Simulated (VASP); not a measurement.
# KTaO3 (Pm-3m) in VASP: a series of runs

Runs on KTaO3. Level: PBEsol. Tasks: single point.

All numbers are computed with VASP 6.6.1; they aren't measurements. Logs are shortened: lines on timing, memory, paths and dates and some standing lists are left out, and cuts for length are marked.

### Step 1. The cell of the first run

Symmetry: Pm-3m, No. 221, cubic system. The conventional cell has a = 3.926 Å, b = 3.926 Å, c = 3.926 Å, α = 90.00°, β = 90.00°, γ = 90.00°. K (site symmetry m-3m) has 12 O at 2.78 Å and 8 Ta at 3.40 Å within 3.7 Å. Within 2.6 Å of Ta (site symmetry m-3m) lie 6 O at 1.96 Å. Within 2.6 Å of O (site symmetry 4/mmm) lie 2 Ta at 1.96 Å.

### Step 2. Single point, PBEsol (equal strain along all axes, cell held: -1.5 %)

File INCAR:

```
SYSTEM = KTaO3
PREC = Accurate
ENCUT = 520
EDIFF = 1E-6
ISMEAR = 0
SIGMA = 0.02
LREAL = .False.
LASPH = .True.
NELM = 60
ALGO = Normal
ISIF = 2
LWAVE = .False.
LCHARG = .False.
GGA = PS
NBANDS = 27
```

File KPOINTS:

```
Automatic mesh
0
Gamma
  8 8 8
  0 0 0
```

File POSCAR:

```
KTaO3
1.0
    3.9258277923      0.0000000000      0.0000000000
    0.0000000000      3.9258277923      0.0000000000
    0.0000000000      0.0000000000      3.9258277923
K Ta O
1 1 3
Direct
    0.5000000000      0.5000000000      0.5000000000
    0.0000000000      0.0000000000      0.0000000000
    0.0000000000      0.5000000000      0.0000000000
    0.0000000000      0.0000000000      0.5000000000
    0.5000000000      0.0000000000      0.0000000000
```

Potentials or basis: VASP PAW PBE potentials, release 64 (K_sv, Ta_pv, O).

The run is started by

```
$ cat potpaw_PBE.64/K_sv/POTCAR potpaw_PBE.64/Ta_pv/POTCAR potpaw_PBE.64/O/POTCAR > POTCAR
$ mpirun -np 1 vasp_std > vasp.out
```

OUTCAR:

```text
SYSTEM = KTaO3
   PREC = Accurate
   ENCUT = 520
   EDIFF = 1E-6
   ISMEAR = 0
   LREAL = .False.
   LASPH = .True.
   NELM = 60
   ISIF = 2
   GGA = PS

 ion  position               nearest neighbor table
   1  0.500  0.500  0.500-   3 2.78   4 2.78   5 2.78   3 2.78   5 2.78   4 2.78   5 2.78   5 2.78
                             3 2.78   4 2.78   3 2.78   4 2.78   2 3.40   2 3.40   2 3.40   2 3.40
   2  0.000  0.000  0.000-   3 1.96   4 1.96   5 1.96   4 1.96   3 1.96   5 1.96   1 3.40   1 3.40
                             1 3.40   1 3.40   1 3.40   1 3.40   1 3.40   1 3.40
   3  0.000  0.500  0.000-   2 1.96   2 1.96   1 2.78   1 2.78   1 2.78   1 2.78
   4  0.000  0.000  0.500-   2 1.96   2 1.96   1 2.78   1 2.78   1 2.78   1 2.78
   5  0.500  0.000  0.000-   2 1.96   2 1.96   1 2.78   1 2.78   1 2.78   1 2.78

  LATTYP: Found a simple cubic cell.
 ALAT       =     3.9258277923

  Lattice vectors:

 A1 = (   3.9258277923,   0.0000000000,   0.0000000000)
 A2 = (   0.0000000000,   3.9258277923,   0.0000000000)
 A3 = (   0.0000000000,   0.0000000000,   3.9258277923)

Analysis of symmetry for initial positions (statically):
=====================================================================
 Subroutine PRICEL returns:
 Original cell was already a primitive cell.

 Routine SETGRP: Setting up the symmetry group for a
 simple cubic supercell.

 Subroutine GETGRP returns: Found 48 space group operations
 (whereof 48 operations were pure point group operations)
 out of a pool of 48 trial point group operations.

The static configuration has the point symmetry O_h .

Analysis of symmetry for dynamics (positions and initial velocities):
=====================================================================
 Subroutine PRICEL returns:
 Original cell was already a primitive cell.

 Routine SETGRP: Setting up the symmetry group for a
 simple cubic supercell.

 Subroutine GETGRP returns: Found 48 space group operations
 (whereof 48 operations were pure point group operations)
 out of a pool of 48 trial point group operations.

The dynamic configuration has the point symmetry O_h .

 Subroutine INISYM returns: Found 48 space group operations
 (whereof 48 operations are pure point group operations),
 and found     1 'primitive' translations

----------------------------------------------------------------------------------------

                                     Primitive cell

  volume of cell :      60.5053

  direct lattice vectors                    reciprocal lattice vectors
     3.925827792  0.000000000  0.000000000     0.254723348  0.000000000  0.000000000
     0.000000000  3.925827792  0.000000000     0.000000000  0.254723348  0.000000000
     0.000000000  0.000000000  3.925827792     0.000000000  0.000000000  0.254723348

  length of vectors
     3.925827792  3.925827792  3.925827792     0.254723348  0.254723348  0.254723348

  position of ions in fractional coordinates (direct lattice)
     0.500000000  0.500000000  0.500000000
     0.000000000  0.000000000  0.000000000
     0.000000000  0.500000000  0.000000000
     0.000000000  0.000000000  0.500000000
     0.500000000  0.000000000  0.000000000

  ion indices of the primitive-cell ions
   primitive index   ion index
                 1           1
                 2           2
                 3           3
                 4           4
                 5           5

----------------------------------------------------------------------------------------

 KPOINTS: Automatic mesh

Automatic generation of k-mesh.
 Grid dimensions read from file:
 generate k-points for:    8    8    8

 Generating k-lattice:

  Cartesian coordinates                     Fractional coordinates (reciprocal lattice)
     0.031840419  0.000000000  0.000000000     0.125000000  0.000000000  0.000000000
     0.000000000  0.031840419  0.000000000     0.000000000  0.125000000  0.000000000
     0.000000000  0.000000000  0.031840419     0.000000000  0.000000000  0.125000000

  Length of vectors
     0.031840419  0.031840419  0.031840419

  Shift w.r.t. Gamma in fractional coordinates (k-lattice)
     0.000000000  0.000000000  0.000000000

 Subroutine IBZKPT returns following result:
 ===========================================

 Found     35 irreducible k-points:

 Following reciprocal coordinates:
            Coordinates               Weight
  0.000000  0.000000  0.000000      1.000000
  0.125000  0.000000  0.000000      6.000000
  0.250000  0.000000  0.000000      6.000000
  0.375000  0.000000  0.000000      6.000000
  0.500000  0.000000  0.000000      3.000000
  0.125000  0.125000  0.000000     12.000000
[... 16 lines left out ...]
  0.375000  0.375000  0.125000     24.000000
  0.500000  0.375000  0.125000     24.000000
 [... further k-points ...]
   k-points           NKPTS =     35   k-points in BZ     NKDIM =     35   number of bands    NBANDS=     27
   number of dos      NEDOS =    301   number of ions     NIONS =      5
   total plane-waves  NPLWV =  27000
   dimension x,y,z NGX =    30 NGY =   30 NGZ =   30
   dimension x,y,z NGXF=    60 NGYF=   60 NGZF=   60
   ions per type =               1   1   3
   NGX,Y,Z   is equivalent  to a cutoff of  12.70, 12.70, 12.70 a.u.
   NGXF,Y,Z  is equivalent  to a cutoff of  25.41, 25.41, 25.41 a.u.
 SYSTEM =  KTaO3
   PREC   = accura    normal or accurate (medium, high low for compatibility)
   ISTART =      0    job   : 0-new  1-cont  2-samecut
   ICHARG =      2    charge: 1-file 2-atom 10-const
   ISPIN  =      1    spin polarized calculation?
   LNONCOLLINEAR =      F non collinear calculations
   LSORBIT =      F    spin-orbit coupling
   LASPH  =      T    aspherical Exc in radial PAW
   ENCUT  =  520.0 eV  38.22 Ry    6.18 a.u.   7.30  7.30  7.30*2*pi/ulx,y,z
   NELM   =     60;   NELMIN=  2; NELMDL= -5     # of ELM steps
   EDIFF  = 0.1E-05   stopping-criterion for ELM
   LREAL  =      F    real-space projection
   EDIFFG = 0.1E-04   stopping-criterion for IOM
   NSW    =      0    number of steps for IOM
   IBRION =     -1    ionic relax: 0-MD 1-quasi-New 2-CG
   NFREE  =      0    steps in history (QN), initial steepest desc. (CG)
   ISIF   =      2    stress and relaxation
   ISYM   =      2    0-nonsym 1-usesym 2-fastsym
   POTIM  = 0.5000    time-step for ionic-motion
   TEBEG  =    0.0;   TEEND  =   0.0 temperature during run
   PSTRESS=    0.0 pullay stress
   NELECT =      38.0000    total number of electrons
   NUPDOWN=      -1.0000    fix difference up-down
   EMIN   =  10.00;   EMAX   =-10.00  energy-range for DOS
   EFERMI =   0.00;   METHOD = LEGACY
   ISMEAR =     0;   SIGMA  =   0.02  broadening in eV -4-tet -1-fermi 0-gaus
   EFERMI_NEDOS =   21; number of points for ismear=-14 and -15
   IALGO  =     38    algorithm
   IMIX   =      4    mixing-type and parameters
     AMIX     =   0.40;   BMIX     =  1.00
     AMIX_MAG =   1.60;   BMIX_MAG =  1.00
  volume/ion in A,a.u.               =      12.10        81.66
  Fermi-wavevector in a.u.,A,eV,Ry     =   1.401968  2.649335 26.742447  1.965514
  Thomas-Fermi vector in A             =   2.524777
   LORBIT       =      0    0 simple, 1 ext, 2 COOP (PROOUT), +10 PAW based schemes
   GGA     = PS    functional components
   LHFCALC =     F    Hartree Fock is set to
   AEXX    =    0.0000 exact exchange contribution
   IVDW    =     0    specifies the selected vdW correction
   LEPSILON=     F    determine dielectric tensor
   LRPA    =     F    only Hartree local field effects (RPA)
 non-spin polarized calculation
 Gauss-broadening in eV      SIGMA  =   0.02
  energy-cutoff  :      520.00
  volume of cell :       60.51
 maximum number of plane-waves:      1654
 NGX is ok and might be reduce to    30
   NGX = 15   NGY = 15   NGZ = 15

 number of electron      37.9999998 magnetization

 Free energy of the ion-electron system (eV)
  ---------------------------------------------------
  ext. energy  EPLUGINS =         0.00000000
  ---------------------------------------------------
  free energy    TOTEN  =       -42.81759057 eV

  energy without entropy =      -42.81759057  energy(sigma->0) =      -42.81759057

 E-fermi :   2.0844     XC(G=0): -11.3915

 val. band max:        1.9941741623   @ k =   0.5000   0.5000   0.5000
 cond. band min:       4.1730580601   @ k =   0.0000   0.0000   0.0000
 fundamental gap:      2.1788838979
 Fermi energy:         2.0843697080

 k-point     1 :       0.0000    0.0000    0.0000
  band No.  band energies     occupation
      1     -31.8620      2.00000
      2     -31.8620      2.00000
      3     -31.8620      2.00000
      4     -25.0923      2.00000
      5     -15.6654      2.00000
      6     -14.9277      2.00000
[... 19 lines left out ...]
     26       9.8948      0.00000
     27       9.8948      0.00000

 k-point     2 :       0.1250    0.0000    0.0000
  band No.  band energies     occupation
      1     -31.8791      2.00000
      2     -31.8613      2.00000
      3     -31.8613      2.00000
      4     -25.0865      2.00000
      5     -15.6179      2.00000
      6     -14.9237      2.00000
[... 19 lines left out ...]
     26      10.1078      0.00000
     27      10.2227      0.00000

 k-point     3 :       0.2500    0.0000    0.0000
  band No.  band energies     occupation
      1     -31.9202      2.00000
      2     -31.8597      2.00000
      3     -31.8597      2.00000
      4     -25.0727      2.00000
      5     -15.5705      2.00000
      6     -14.9139      2.00000
[... 19 lines left out ...]
     26      10.6509      0.00000
     27      11.5075      0.00000

 k-point     4 :       0.3750    0.0000    0.0000
  band No.  band energies     occupation
      1     -31.9607      2.00000
      2     -31.8580      2.00000
      3     -31.8580      2.00000
      4     -25.0589      2.00000
      5     -15.5757      2.00000
      6     -14.9039      2.00000
[... 19 lines left out ...]
     26      11.2315      0.00000
     27      12.5708      0.00000
[... 516 lines left out ...]
      4     -25.0415      2.00000
      5     -15.1497      2.00000
      6     -14.5121      2.00000
[... 19 lines left out ...]
     26      12.2521      0.00000
     27      12.8173      0.00000

 k-point    23 :       0.3750    0.3750    0.1250
  band No.  band energies     occupation
      1     -31.9550      2.00000
      2     -31.9545      2.00000
      3     -31.8710      2.00000
      4     -25.0381      2.00000
      5     -15.0593      2.00000
      6     -14.1308      2.00000
[... 19 lines left out ...]
     26      12.7645      0.00000
     27      12.8580      0.00000

 k-point    24 :       0.5000    0.3750    0.1250
  band No.  band energies     occupation
      1     -31.9711      2.00000
      2     -31.9539      2.00000
      3     -31.8703      2.00000
      4     -25.0350      2.00000
      5     -15.0337      2.00000
      6     -14.1091      2.00000
[... 19 lines left out ...]
     26      12.8406      0.00000
     27      12.9857      0.00000

 [... further k-points ...]
[... 5 lines left out ...]
  --------------------------------------------------------------------------------------
  -------------------------------------------------------------------------------------
  Total        4.1886516      4.1886516      4.1886516     -0.0000000     -0.0000000     -0.0000000
  in kB      110.9152058    110.9152058    110.9152058     -0.0000000     -0.0000000     -0.0000000
  external PRESSURE =     110.9152058 kB  Pullay stress =       0.0000000 kB

 VOLUME and BASIS-vectors are now :
 -----------------------------------------------------------------------------
  energy-cutoff  :      520.00
  volume of cell :       60.51
      direct lattice vectors                 reciprocal lattice vectors
     3.925827792  0.000000000  0.000000000     0.254723348  0.000000000  0.000000000
     0.000000000  3.925827792  0.000000000     0.000000000  0.254723348  0.000000000
     0.000000000  0.000000000  3.925827792     0.000000000  0.000000000  0.254723348

 POSITION                                       TOTAL-FORCE (eV/Angst)
 -----------------------------------------------------------------------------------
      1.96291      1.96291      1.96291         0.000000      0.000000      0.000000
      0.00000      0.00000      0.00000         0.000000      0.000000      0.000000
      0.00000      1.96291      0.00000         0.000000      0.000000      0.000000
      0.00000      0.00000      1.96291         0.000000      0.000000      0.000000
      1.96291      0.00000      0.00000         0.000000      0.000000      0.000000
 -----------------------------------------------------------------------------------
    total drift:                                0.000000     -0.000000      0.000000

  FREE ENERGIE OF THE ION-ELECTRON SYSTEM (eV)
  ---------------------------------------------------
  free  energy   TOTEN  =       -42.8175905745 eV

  energy  without entropy=      -42.8175905745  energy(sigma->0) =      -42.81759057
```

Run time: 87 s. Hardware: 1 thread of Intel Xeon 8259CL, shared host; peak memory 0.21 GiB.

Results:

```
Free energy            : -42.8176 eV
Pressure               : 11.1 GPa
Band gap on the k mesh : 2.18 eV (least direct gap 2.77 eV)
```

Caveat: the cell differs from its parent crystal (equal strain along all axes, cell held: -1.5 %); the cell stands under pressure; the PAW data sets were made with another functional, which shifts forces and pressure a little; spin-orbit coupling is left out, which moves the levels of the heavy elements. A k mesh can miss the band edges.

### Step 3. Single point, PBEsol (equal strain along all axes, cell held: +1.5 %)

File INCAR:

```
PREC = Accurate
ENCUT = 520
EDIFF = 1E-7
ISMEAR = 0
SIGMA = 0.02
LREAL = F
LASPH = T
NELM = 80
ALGO = Normal
ISIF = 2
LWAVE = F
LCHARG = F
GGA = PS
NBANDS = 27
```

File KPOINTS:

```
regular mesh
0
Gamma
  8 8 8
```

Changes to POSCAR since step 2:

```diff
@@ -2,5 +2,5 @@
 1.0
-    3.9258277923      0.0000000000      0.0000000000
-    0.0000000000      3.9258277923      0.0000000000
-    0.0000000000      0.0000000000      3.9258277923
+    4.0453961514      0.0000000000      0.0000000000
+    0.0000000000      4.0453961514      0.0000000000
+    0.0000000000      0.0000000000      4.0453961514
 K Ta O
```

Potentials or basis: VASP PAW PBE potentials, release 64 (K_sv, Ta_pv, O).

The run is started by

```
$ cat potpaw_PBE.64/K_sv/POTCAR potpaw_PBE.64/Ta_pv/POTCAR potpaw_PBE.64/O/POTCAR > POTCAR
$ mpirun -np 1 vasp_std > vasp.out
```

It took 1.7 min on 1 thread of Intel Xeon 8259CL, shared host; peak memory 0.21 GiB.

It converged, with:

- Free energy: -42.8582 eV
- Pressure: -7.7 GPa
- Band gap on the k mesh: 2.00 eV (least direct gap 2.63 eV)

Levels at points of the mesh, in eV from the valence-band top:
| k point | band 15 | band 16 | band 17 | band 18 | band 19 | band 20 | band 21 | band 22 | band 23 | band 24 |
| --- | --- | --- | --- | --- | --- | --- | --- | --- | --- | --- |
| (0.00, 0.00, 0.00) | -1.01 | -1.01 | -0.64 | -0.64 | -0.64 | 2.00 | 2.00 | 2.00 | 6.11 | 6.27 |
| (0.50, 0.00, 0.00) | -2.34 | -2.09 | -1.44 | -0.85 | -0.85 | 2.14 | 4.71 | 4.71 | 6.31 | 7.82 |
| (0.50, 0.50, 0.00) | -2.73 | -1.74 | -1.40 | -1.40 | -0.04 | 4.74 | 4.74 | 5.96 | 7.09 | 9.85 |
| (0.50, 0.50, 0.50) | -3.81 | -3.81 | 0.00 | 0.00 | 0.00 | 6.07 | 6.07 | 6.07 | 8.68 | 8.68 |

Caveat: the cell differs from its parent crystal (equal strain along all axes, cell held: +1.5 %); the cell stands under tension; the PAW data sets were made with another functional, which shifts forces and pressure a little; spin-orbit coupling is left out, which moves the levels of the heavy elements.
